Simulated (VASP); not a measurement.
# TaGaMo3 (P4/mmm) in VASP: single point with PBE

Aim: the single point of TaGaMo3 with PBE.

All numbers are computed with VASP 6.6.1; they aren't measurements. Logs are shortened: lines on timing, memory, paths and dates and some standing lists are left out, and cuts for length are marked.

## 1. The cell of the first run

The structure is tetragonal, space group P4/mmm (No. 123). Conventional cell: a = 4.200 Å, b = 4.200 Å, c = 4.720 Å, α = 90.00°, β = 90.00°, γ = 90.00°. Ta (site symmetry 4/mmm) has 6 Mo at 2.10 to 2.36 Å within 2.8 Å. Within 3.9 Å of Ga (site symmetry 4/mmm) lie 12 Mo at 2.97 to 3.16 Å and 8 Ta at 3.79 Å. Within 3.1 Å of Mo (site symmetry 4/mmm) lie 2 Ta at 2.36 Å and 4 Ga at 2.97 Å. Mo (site symmetry mmm) has 2 Ta at 2.10 Å within 2.8 Å.

## 2. Single point, PBE

INCAR reads:

```
ALGO = Normal
EDIFF = 1E-6
ENCUT = 520
GGA = PE
ISIF = 2
ISMEAR = 0
LASPH = True
LCHARG = True
LELF = True
LREAL = False
LVHAR = True
LWAVE = False
NBANDS = 41
NELM = 60
PREC = Accurate
SIGMA = 0.1
```

KPOINTS reads:

```
k-points
0
Gamma
  4 4 4
```

POSCAR reads:

```
TaGaMo3
1.0
    4.1999538400      0.0000000000      0.0000000000
    0.0000000000      4.1999538400      0.0000000000
    0.0000000000      0.0000000000      4.7201525700
Ta Ga Mo
1 1 3
Direct
    0.0000000000      0.0000000000      0.0000000000
    0.5000000000      0.5000000000      0.5000000000
    0.0000000000      0.0000000000      0.5000000000
    0.0000000000      0.5000000000      0.0000000000
    0.5000000000      0.0000000000      0.0000000000
```

Potentials or basis: VASP PAW PBE potentials, release 64 (Ta_pv, Ga_d, Mo_sv).

The run is started by

```sh
cat potpaw_PBE.64/Ta_pv/POTCAR potpaw_PBE.64/Ga_d/POTCAR potpaw_PBE.64/Mo_sv/POTCAR > POTCAR
mpirun -np 1 vasp_std > vasp.out
```

OUTCAR:

```text
EDIFF = 1E-6
   ENCUT = 520
   GGA = PE
   ISIF = 2
   ISMEAR = 0
   LASPH = True
   LREAL = False
   NELM = 60
   PREC = Accurate

 ion  position               nearest neighbor table
   1  0.000  0.000  0.000-   4 2.10   5 2.10   4 2.10   5 2.10   3 2.36   3 2.36
   2  0.500  0.500  0.500-   3 2.97   3 2.97   3 2.97   3 2.97   5 3.16   4 3.16   5 3.16   5 3.16
                             5 3.16   4 3.16   4 3.16   4 3.16
   3  0.000  0.000  0.500-   1 2.36   1 2.36   2 2.97   2 2.97   2 2.97   2 2.97   5 3.16   5 3.16
                             4 3.16   4 3.16   4 3.16   5 3.16   5 3.16   4 3.16
   4  0.000  0.500  0.000-   1 2.10   1 2.10   5 2.97   5 2.97   5 2.97   5 2.97   3 3.16   3 3.16
                             2 3.16   3 3.16   2 3.16   2 3.16   2 3.16   3 3.16
   5  0.500  0.000  0.000-   1 2.10   1 2.10   4 2.97   4 2.97   4 2.97   4 2.97   2 3.16   3 3.16
                             2 3.16   2 3.16   3 3.16   2 3.16   3 3.16   3 3.16

  LATTYP: Found a simple tetragonal cell.
 ALAT       =     4.1999538400
 C/A-ratio  =     1.1238582017

  Lattice vectors:

 A1 = (   4.1999538400,   0.0000000000,   0.0000000000)
 A2 = (   0.0000000000,   4.1999538400,   0.0000000000)
 A3 = (   0.0000000000,   0.0000000000,   4.7201525700)

Analysis of symmetry for initial positions (statically):
=====================================================================
 Subroutine PRICEL returns:
 Original cell was already a primitive cell.

 Routine SETGRP: Setting up the symmetry group for a
 simple tetragonal supercell.

 Subroutine GETGRP returns: Found 16 space group operations
 (whereof 16 operations were pure point group operations)
 out of a pool of 16 trial point group operations.

The static configuration has the point symmetry D_4h.

Analysis of symmetry for dynamics (positions and initial velocities):
=====================================================================
 Subroutine PRICEL returns:
 Original cell was already a primitive cell.

 Routine SETGRP: Setting up the symmetry group for a
 simple tetragonal supercell.

 Subroutine GETGRP returns: Found 16 space group operations
 (whereof 16 operations were pure point group operations)
 out of a pool of 16 trial point group operations.

The dynamic configuration has the point symmetry D_4h.

 Subroutine INISYM returns: Found 16 space group operations
 (whereof 16 operations are pure point group operations),
 and found     1 'primitive' translations

----------------------------------------------------------------------------------------

                                     Primitive cell

  volume of cell :      83.2617

  direct lattice vectors                    reciprocal lattice vectors
     4.199953840  0.000000000  0.000000000     0.238097855  0.000000000  0.000000000
     0.000000000  4.199953840  0.000000000     0.000000000  0.238097855  0.000000000
     0.000000000  0.000000000  4.720152570     0.000000000  0.000000000  0.211857559

  length of vectors
     4.199953840  4.199953840  4.720152570     0.238097855  0.238097855  0.211857559

  position of ions in fractional coordinates (direct lattice)
     0.000000000  0.000000000  0.000000000
     0.500000000  0.500000000  0.500000000
     0.000000000  0.000000000  0.500000000
     0.000000000  0.500000000  0.000000000
     0.500000000  0.000000000  0.000000000

  ion indices of the primitive-cell ions
   primitive index   ion index
                 1           1
                 2           2
                 3           3
                 4           4
                 5           5

----------------------------------------------------------------------------------------

 KPOINTS: k-points

Automatic generation of k-mesh.
 Grid dimensions read from file:
 generate k-points for:    4    4    4

 Generating k-lattice:

  Cartesian coordinates                     Fractional coordinates (reciprocal lattice)
     0.059524464  0.000000000  0.000000000     0.250000000  0.000000000  0.000000000
     0.000000000  0.059524464  0.000000000     0.000000000  0.250000000  0.000000000
     0.000000000  0.000000000  0.052964390     0.000000000  0.000000000  0.250000000

  Length of vectors
     0.059524464  0.059524464  0.052964390

  Shift w.r.t. Gamma in fractional coordinates (k-lattice)
     0.000000000  0.000000000  0.000000000

 Subroutine IBZKPT returns following result:
 ===========================================

 Found     18 irreducible k-points:

 Following reciprocal coordinates:
            Coordinates               Weight
  0.000000  0.000000  0.000000      1.000000
  0.250000  0.000000  0.000000      4.000000
  0.500000  0.000000  0.000000      2.000000
  0.250000  0.250000  0.000000      4.000000
  0.500000  0.250000  0.000000      4.000000
  0.500000  0.500000  0.000000      1.000000
[... 10 lines left out ...]
  0.500000  0.250000  0.500000      4.000000
  0.500000  0.500000  0.500000      1.000000
   k-points           NKPTS =     18   k-points in BZ     NKDIM =     18   number of bands    NBANDS=     41
   number of dos      NEDOS =    301   number of ions     NIONS =      5
   total plane-waves  NPLWV =  36864
   dimension x,y,z NGX =    32 NGY =   32 NGZ =   36
   dimension x,y,z NGXF=    64 NGYF=   64 NGZF=   72
   ions per type =               1   1   3
   NGX,Y,Z   is equivalent  to a cutoff of  12.67, 12.67, 12.68 a.u.
   NGXF,Y,Z  is equivalent  to a cutoff of  25.33, 25.33, 25.36 a.u.
 SYSTEM =  unknown system
   PREC   = accura    normal or accurate (medium, high low for compatibility)
   ISTART =      0    job   : 0-new  1-cont  2-samecut
   ICHARG =      2    charge: 1-file 2-atom 10-const
   ISPIN  =      1    spin polarized calculation?
   LNONCOLLINEAR =      F non collinear calculations
   LSORBIT =      F    spin-orbit coupling
   LASPH  =      T    aspherical Exc in radial PAW
   ENCUT  =  520.0 eV  38.22 Ry    6.18 a.u.   7.81  7.81  8.78*2*pi/ulx,y,z
   NELM   =     60;   NELMIN=  2; NELMDL= -5     # of ELM steps
   EDIFF  = 0.1E-05   stopping-criterion for ELM
   LREAL  =      F    real-space projection
   EDIFFG = 0.1E-04   stopping-criterion for IOM
   NSW    =      0    number of steps for IOM
   IBRION =     -1    ionic relax: 0-MD 1-quasi-New 2-CG
   NFREE  =      0    steps in history (QN), initial steepest desc. (CG)
   ISIF   =      2    stress and relaxation
   ISYM   =      2    0-nonsym 1-usesym 2-fastsym
   POTIM  = 0.5000    time-step for ionic-motion
   TEBEG  =    0.0;   TEEND  =   0.0 temperature during run
   PSTRESS=    0.0 pullay stress
   NELECT =      66.0000    total number of electrons
   NUPDOWN=      -1.0000    fix difference up-down
   EMIN   =  10.00;   EMAX   =-10.00  energy-range for DOS
   EFERMI =   0.00;   METHOD = LEGACY
   ISMEAR =     0;   SIGMA  =   0.10  broadening in eV -4-tet -1-fermi 0-gaus
   EFERMI_NEDOS =   21; number of points for ismear=-14 and -15
   IALGO  =     38    algorithm
   IMIX   =      4    mixing-type and parameters
     AMIX     =   0.40;   BMIX     =  1.00
     AMIX_MAG =   1.60;   BMIX_MAG =  1.00
  volume/ion in A,a.u.               =      16.65       112.38
  Fermi-wavevector in a.u.,A,eV,Ry     =   1.515099  2.863123 31.232529  2.295526
  Thomas-Fermi vector in A             =   2.624668
   LORBIT       =      0    0 simple, 1 ext, 2 COOP (PROOUT), +10 PAW based schemes
   GGA     = PE    functional components
   LHFCALC =     F    Hartree Fock is set to
   AEXX    =    0.0000 exact exchange contribution
   IVDW    =     0    specifies the selected vdW correction
   LEPSILON=     F    determine dielectric tensor
   LRPA    =     F    only Hartree local field effects (RPA)
 non-spin polarized calculation
 Gauss-broadening in eV      SIGMA  =   0.10
  energy-cutoff  :      520.00
  volume of cell :       83.26
 maximum number of plane-waves:      2272
 NGX is ok and might be reduce to    32
   NGX = 15   NGY = 15   NGZ = 17

 number of electron      65.9999994 magnetization

 Free energy of the ion-electron system (eV)
  ---------------------------------------------------
  ext. energy  EPLUGINS =         0.00000000
  ---------------------------------------------------
  free energy    TOTEN  =       -34.14310019 eV

  energy without entropy =      -34.11785186  energy(sigma->0) =      -34.13047602

 E-fermi :   9.3352     XC(G=0): -12.4799

 val. band max:        9.3267610361   @ k =   0.5000   0.0000   0.2500
 cond. band min:       9.4140107290   @ k =   0.0000   0.0000   0.5000
 fundamental gap:      0.0872496930
 Fermi energy:         9.3352153412

 k-point     1 :       0.0000    0.0000    0.0000
  band No.  band energies     occupation
      1     -51.6136      2.00000
      2     -51.5755      2.00000
      3     -51.5269      2.00000
      4     -29.3303      2.00000
      5     -29.3303      2.00000
      6     -27.2398      2.00000
[... 33 lines left out ...]
     40      12.2623      0.00000
     41      14.6122      0.00000

 k-point     2 :       0.2500    0.0000    0.0000
  band No.  band energies     occupation
      1     -51.6307      2.00000
      2     -51.5897      2.00000
      3     -51.5276      2.00000
      4     -29.3078      2.00000
      5     -28.4642      2.00000
      6     -27.1923      2.00000
[... 33 lines left out ...]
     40      12.5439      0.00000
     41      14.7404      0.00000

 k-point     3 :       0.5000    0.0000    0.0000
  band No.  band energies     occupation
      1     -51.6572      2.00000
      2     -51.5947      2.00000
      3     -51.5278      2.00000
      4     -29.2850      2.00000
      5     -27.1420      2.00000
      6     -26.6185      2.00000
[... 33 lines left out ...]
     40      13.8699      0.00000
     41      14.1835      0.00000

 k-point     4 :       0.2500    0.2500    0.0000
  band No.  band energies     occupation
      1     -51.6350      2.00000
      2     -51.6164      2.00000
      3     -51.5286      2.00000
      4     -28.4500      2.00000
      5     -28.4273      2.00000
      6     -27.1439      2.00000
[... 561 lines left out ...]
     40      12.1068      0.00000
     41      13.2974      0.00000

 k-point    17 :       0.5000    0.2500    0.5000
  band No.  band energies     occupation
      1     -51.6570      2.00000
      2     -51.6249      2.00000
      3     -51.5375      2.00000
      4     -28.4042      2.00000
      5     -26.6211      2.00000
      6     -25.9711      2.00000
[... 33 lines left out ...]
     40      11.9588      0.00000
     41      12.1900      0.00000

 k-point    18 :       0.5000    0.5000    0.5000
  band No.  band energies     occupation
      1     -51.6568      2.00000
      2     -51.6568      2.00000
      3     -51.5374      2.00000
      4     -26.6577      2.00000
      5     -26.5836      2.00000
      6     -25.9677      2.00000
[... 33 lines left out ...]
     40      10.9209      0.00000
     41      11.4488      0.00000

------------------------ aborting loop because EDIFF is reached ----------------------------------------

  FORCE on cell =-STRESS in cart. coord.  units (eV):
  Direction    XX          YY          ZZ          XY          YZ          ZX
  --------------------------------------------------------------------------------------
  -------------------------------------------------------------------------------------
  Total       38.2506478     38.2506478     12.9625932      0.0000000      0.0000000      0.0000000
  in kB      736.0448972    736.0448972    249.4350064      0.0000000      0.0000000      0.0000000
  external PRESSURE =     573.8416003 kB  Pullay stress =       0.0000000 kB

 VOLUME and BASIS-vectors are now :
 -----------------------------------------------------------------------------
  energy-cutoff  :      520.00
  volume of cell :       83.26
      direct lattice vectors                 reciprocal lattice vectors
     4.199953840  0.000000000  0.000000000     0.238097855  0.000000000  0.000000000
     0.000000000  4.199953840  0.000000000     0.000000000  0.238097855  0.000000000
     0.000000000  0.000000000  4.720152570     0.000000000  0.000000000  0.211857559

 POSITION                                       TOTAL-FORCE (eV/Angst)
 -----------------------------------------------------------------------------------
      0.00000      0.00000      0.00000         0.000000      0.000000      0.000000
      2.09998      2.09998      2.36008         0.000000      0.000000      0.000000
      0.00000      0.00000      2.36008         0.000000      0.000000      0.000000
      0.00000      2.09998      0.00000         0.000000      0.000000      0.000000
      2.09998      0.00000      0.00000         0.000000      0.000000      0.000000
 -----------------------------------------------------------------------------------
    total drift:                                0.000000      0.000000     -0.000000

  FREE ENERGIE OF THE ION-ELECTRON SYSTEM (eV)
  ---------------------------------------------------
  free  energy   TOTEN  =       -34.1431001895 eV

  energy  without entropy=      -34.1178518585  energy(sigma->0) =      -34.13047602
```

Run time: 38 s. Hardware: 1 thread of Intel Xeon Platinum 8488C (Sapphire Rapids), shared host; peak memory 0.22 GiB.

What came out:

| Item | Value |
| --- | --- |
| Free energy | -34.1431 eV |
| Pressure | 57.4 GPa |
| Band gap on the k mesh | zero (band 33 reaches 10.09 eV, above the bottom of band 34 at 8.91 eV) |

Stress tensor (GPa, compression positive):
```
73.60  0.00  0.00
 0.00 73.60  0.00
 0.00  0.00 24.94
```

Levels at points of the mesh, in eV from the Fermi level:
```
           k point  band 29  band 30  band 31  band 32  band 33  band 34  band 35  band 36  band 37  band 38
(0.00, 0.00, 0.00)    -2.58    -0.52    -0.01     0.24     0.24     0.76     0.76     1.67     1.67     2.38
(0.50, 0.00, 0.00)    -1.48    -1.47    -1.23    -0.63    -0.50    -0.43     0.73     1.16     1.68     3.31
(0.50, 0.50, 0.00)    -2.02    -2.02    -0.67    -0.18     0.16     0.23     1.30     1.34     1.42     1.42
(0.00, 0.00, 0.50)    -1.46    -1.21    -1.21    -0.43    -0.43    -0.28     0.08     0.51     2.53     3.21
(0.50, 0.00, 0.50)    -1.81    -1.78    -1.68    -0.48    -0.23    -0.13     0.11     0.85     1.08     1.33
(0.50, 0.50, 0.50)    -1.88    -1.09     0.15     0.23     0.31     1.21     1.21     1.29     1.44     1.44
```

Caveat: the k points lie up to 0.37 Å⁻¹ apart; spin-orbit coupling is left out, which moves the levels of the heavy elements.
